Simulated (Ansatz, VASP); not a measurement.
# SiC in VASP and in Ansatz

```
CELL_PARAMETERS angstrom
3.07551 0.00000 0.00000
-1.53776 2.66347 0.00000
0.00000 0.00000 5.04862
ATOMIC_POSITIONS crystal
Si 0.33333 0.66667 0.00460
Si 0.66667 0.33333 0.50460
C 0.33333 0.66667 0.38040
C 0.66667 0.33333 0.88040
```

Alike in both runs: functional r2SCAN; k mesh 12 × 12 × 6; occupations fermi-dirac, width 0.02 eV; no spin polarisation.

Ansatz relaxed the structure, and its values are those at the end. VASP's run is a single point on that final structure, the one shown.

|  | VASP | Ansatz |
| --- | --- | --- |
| version | VASP 6.6.1 | Ansatz 0.2.0 |
| potentials or method | VASP PAW PBE potentials, release 64 (Si, C), cutoff 520 eV | PAW plane waves |
| valence electrons in the cell | 16 | 16 |

Ansatz gave:

```
gap on the k mesh at the Fermi level (eV) : 2.65
pressure (GPa)                            : 0.0
```

Question: What did VASP give for the same quantities?

Answer: gap on the k mesh at the Fermi level (eV): 2.66; pressure (GPa): -0.2.

VASP's potentials were made for PBE, not for r2SCAN. Ansatz's warnings: stress scf threshold loose.
